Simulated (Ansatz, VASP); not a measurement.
**Ga: VASP beside Ansatz**

```
Ga
1.0
     1.37138   -3.99266    0.00000
     1.37138    3.99266    0.00000
    -0.11646    0.00000    3.30195
Ga
2
Direct
  0.86900 0.13100 0.25000
  0.13100 0.86900 0.75000
```

Change from the starting cell: volume scaled by 0.975, PAW files.

Alike in both runs: task electric field gradients; functional PBEsol; k mesh 14 × 14 × 11; occupations fermi-dirac, width 0.03 eV; no spin polarisation.

```csv
,VASP,Ansatz
version,VASP 6.6.1,Ansatz 0.2.0
potentials or method,"VASP PAW PBE potentials, release 64 (Ga_d)","PAW with Ansatz's default frozen-core files, scalar-relativistic"
plane-wave cutoff (eV),520,420
valence electrons in the cell,26,26
```

```tsv
	VASP	Ansatz	Ansatz less VASP
pressure (GPa)	-0.4	-0.5	-0.07
traceless stress, the component that is largest in VASP (GPa)	-0.12	-0.12	0.000
rms of the force components (eV/Å)	0.112	0.113	+0.0007
size of Vzz on the site where it differs most (V/Å²)	25.5	27.0	+1.49
```

VASP's potentials were made for PBE, not for PBEsol. Atom by atom the forces differ by 0.001 eV/Å (rms over components).
